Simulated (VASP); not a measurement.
## H17ClO8: single point with r2SCAN

H17ClO8:

```
O H Cl
1.0
     6.39801    0.00000    0.00000
     0.00000    6.39801    0.00000
     0.00000    0.00000    6.39801
O H Cl
8 17 1
Direct
  0.95739 0.26166 0.38268
  0.36990 0.34705 0.11555
  0.37527 0.77668 0.06274
  0.10286 0.04759 0.98748
  0.61316 0.01882 0.81921
  0.13943 0.52432 0.59229
  0.15649 0.87426 0.41910
  0.56750 0.32771 0.47912
  0.80464 0.25475 0.41815
  0.95747 0.28457 0.23690
  0.50473 0.32576 0.05724
  0.25466 0.26736 0.05447
  0.47116 0.82687 0.96085
  0.38363 0.62329 0.06752
  0.06138 0.08762 0.84753
  0.19906 0.92230 0.97263
  0.72196 0.10586 0.87680
  0.56614 0.08692 0.69196
  0.11655 0.67013 0.49855
  0.06355 0.40384 0.50967
  0.05381 0.97966 0.38676
  0.23409 0.85239 0.29233
  0.56916 0.43437 0.59311
  0.47829 0.35739 0.36457
  0.04709 0.54079 0.72013
  0.82205 0.48757 0.93462
```

| Property | Result |
| --- | --- |
| Program | VASP 6.6.1 |
| Task | single point |
| Functional | r2SCAN |
| Potentials or basis | VASP PAW PBE potentials, release 64 (O, H, Cl) |
| Cutoff | 520 eV |
| k mesh | 1 × 1 × 1 |
| Occupations | fermi-dirac, width 0.02 eV |
| Spin | no spin polarisation |

```
Pressure               : 0.7 GPa
Largest force          : 3.022 eV/Å
Band gap on the k mesh : 4.96 eV
```

Forces in eV/Å, atoms in the order of the input:
```
O   -0.685 -1.245  1.279
O   -0.780  1.317  1.222
O   -0.819 -1.100  0.809
O    0.099 -0.004 -0.669
O   -0.264 -0.245 -0.328
O   -0.806  1.112 -0.289
O   -0.173 -0.803  0.757
O    1.446 -0.036  2.653
H    0.153  0.542  0.134
H    0.170  0.436 -1.677
H    0.569 -0.548 -0.984
H    0.517 -0.758 -0.293
H    1.326  0.629 -0.663
H   -0.176  0.142 -0.065
H   -0.010 -0.094  0.172
H   -0.683  0.661  0.437
H    0.077  0.201  0.012
H    0.088  0.147  0.065
H    0.589 -0.431  0.910
H    0.228  0.290 -0.224
H   -0.356  0.474  0.009
H    0.696 -0.059 -0.785
H   -0.201 -0.791 -1.309
H   -1.227  0.516 -0.952
H    0.169 -0.144 -0.098
Cl   0.051 -0.211 -0.125
```

Stress tensor (GPa, compression positive):
```
 1.68 -0.57 -0.47
-0.57 -0.43 -0.25
-0.47 -0.25  0.95
```

Levels at points of the mesh, in eV from the valence-band top:
```tsv
k point	band 33	band 34	band 35	band 36	band 37	band 38	band 39	band 40
(0.00, 0.00, 0.00)	-0.92	-0.35	-0.16	0.00	4.96	7.84	8.39	8.75
```

Wall time 62 s on 1 thread of Intel(R) Xeon(R) 6975P-C (Granite Rapids), on a shared host, peak memory 0.32 GiB.

Caveat: the k points lie up to 0.98 Å⁻¹ apart; the PAW data sets were made with another functional, which shifts forces and pressure a little.
